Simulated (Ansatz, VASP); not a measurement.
Two plane-wave programs on AlNi

```
CELL_PARAMETERS angstrom
2.89309 0.00000 0.00000
0.00000 4.09145 0.00000
0.00000 0.00000 25.22862
ATOMIC_POSITIONS crystal
Al 0.50000 0.00000 0.29728
Al 0.50000 0.50000 0.37837
Al 0.50000 0.00000 0.45946
Al 0.50000 0.50000 0.54054
Al 0.50000 0.00000 0.62163
Al 0.50000 0.50000 0.70272
Ni 0.00000 0.50000 0.29728
Ni 0.00000 0.00000 0.37837
Ni 0.00000 0.50000 0.45946
Ni 0.00000 0.00000 0.54054
Ni 0.00000 0.50000 0.62163
Ni 0.00000 0.00000 0.70272
```

Alike in both runs: task single point; functional PBE; k mesh 12 × 9 × 1; occupations gaussian, width 0.1 eV; no spin polarisation.

|  | VASP | Ansatz |
| --- | --- | --- |
| version | VASP 6.6.1 | Ansatz 0.2.0 |
| potentials or method | VASP PAW PBE potentials, release 64 (Al, Ni), cutoff 520 eV | scalar-relativistic, plane waves, PAW |
| valence electrons in the cell | 78 | 126 |

```tsv
	VASP	Ansatz	Ansatz less VASP
gap on the k mesh at the Fermi level (eV)	none	none	-
rms of the force components (eV/Å)	0.205	0.210	+0.0045
```

A gap of «none» marks a metal or a gap that the smearing closes. VASP's potentials hold 78 valence electrons a cell and Ansatz's 126, so a difference there can come from the potentials and not from the codes. Ansatz's warnings: xc potential rough in thin density.
